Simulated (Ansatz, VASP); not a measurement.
## Ti4W: VASP beside Ansatz

Contents of INCAR:

```
PREC     = Accurate       # precision mode
ENCUT    = 520            # plane-wave cutoff, eV
EDIFF    = 1E-6           # SCF threshold, eV
ISMEAR   = 0              # smearing method
SIGMA    = 0.1            # smearing width, eV
LREAL    = False          # projectors in reciprocal space
LASPH    = True           # aspherical terms in the spheres
NELM     = 80             # most SCF steps
ALGO     = Normal         # electronic algorithm
ISIF     = 2              # what is computed and relaxed
LWAVE    = False          # write WAVECAR
LCHARG   = False          # write CHGCAR
GGA      = PE             # functional
NBANDS   = 39             # bands
```

The input KPOINTS:

```
Automatic mesh
0
Gamma
  6 6 6
```

The input POSCAR:

```
Ti4W
1.0
    2.2930759000      1.3239080000      4.6272768000
   -2.2930759000      1.3239080000      4.6272768000
    0.0000000000     -2.6478160000      4.6272768000
Ti W
4 1
Direct
    0.8971990000      0.8971990000      0.8971990000
    0.1028010000      0.1028010000      0.1028010000
    0.3162480000      0.3162480000      0.3162480000
    0.6837520000      0.6837520000      0.6837520000
    0.5000000000      0.5000000000      0.5000000000
```

Input for Ansatz:

```yaml
crystal:
  lattice:
    - [2.2930759, 1.323908, 4.6272768]
    - [-2.2930759, 1.323908, 4.6272768]
    - [0.0, -2.647816, 4.6272768]
  atoms:
    - { symbol: Ti, position: [0.897199, 0.897199, 0.897199] }
    - { symbol: Ti, position: [0.102801, 0.102801, 0.102801] }
    - { symbol: Ti, position: [0.316248, 0.316248, 0.316248] }
    - { symbol: Ti, position: [0.683752, 0.683752, 0.683752] }
    - { symbol: W, position: [0.5, 0.5, 0.5] }
basis:
  ecutwfc: 420
kpoints:
  mp_grid: { grid: [6, 6, 6] }
hamiltonian:
  xc: pbe
scf:
  occupations: { method: gaussian, width: 0.1 }
  lower_state_search: "off"
output:
  forces: true
  stress: true
  eigenvalues: true
```

Alike in both runs: task single point; functional PBE; k mesh 6 × 6 × 6; occupations gaussian, width 0.1 eV; no spin polarisation.

```csv
,VASP,Ansatz
version,VASP 6.6.1,Ansatz 0.2.0
potentials or method,"VASP PAW PBE potentials, release 64 (Ti_sv, W_sv), cutoff 520 eV","scalar-relativistic, plane waves, PAW"
valence electrons in the cell,62,62
```

VASP gave:

| Item | Value |
| --- | --- |
| gap on the k mesh at the Fermi level (eV) | none |
| pressure (GPa) | -0.1 |
| traceless stress, the component that is largest in VASP (GPa) | -0.18 |
| rms of the force components (eV/Å) | 0.015 |

Problem. Estimate Ansatz's values.

Solution. gap on the k mesh at the Fermi level (eV): none; pressure (GPa): 0.1; traceless stress, the component that is largest in VASP (GPa): -0.30; rms of the force components (eV/Å): 0.008.

Atom by atom the forces differ by 0.009 eV/Å (rms over components). A gap of «none» marks a metal or a gap that the smearing closes. With one functional, cell and mesh, what is left measures potentials, basis and numerics.

Spin-orbit coupling is off throughout.
